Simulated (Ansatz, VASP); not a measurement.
## One calculation of Eu, two programs

```
CELL_PARAMETERS angstrom
0.00000 2.74182 2.74182
2.74182 0.00000 2.74182
2.74182 2.74182 0.00000
ATOMIC_POSITIONS crystal
Eu 0.00000 0.00000 0.00000
```

Alike in both runs: functional PBE; k mesh 12 × 12 × 12; occupations fermi-dirac, width 0.03 eV; collinear spin.

Ansatz relaxed the structure, and its values are those at the end. VASP's run is a single point on that final structure, the one shown.

|  | VASP | Ansatz |
| --- | --- | --- |
| version | VASP 6.6.1 | Ansatz 0.2.0 |
| potentials or method | VASP PAW PBE potentials, release 64 (Eu) | PAW with Ansatz's default frozen-core files, scalar-relativistic |
| plane-wave cutoff (eV) | 520 | 420 |
| valence electrons in the cell | 17 | 17 |

Ansatz gave:

- pressure (GPa): 0.0
- net moment per atom (μB): 7.56
- size of the moment on the site where the two differ most (μB): 7.20

Task: Estimate VASP's values.

Result: Pressure (GPa): -0.2; net moment per atom (μB): 7.55; size of the moment on the site where the two differ most (μB): 6.74.

Site moments also hang on the region over which each program counts them.

Spin-orbit coupling is off throughout.
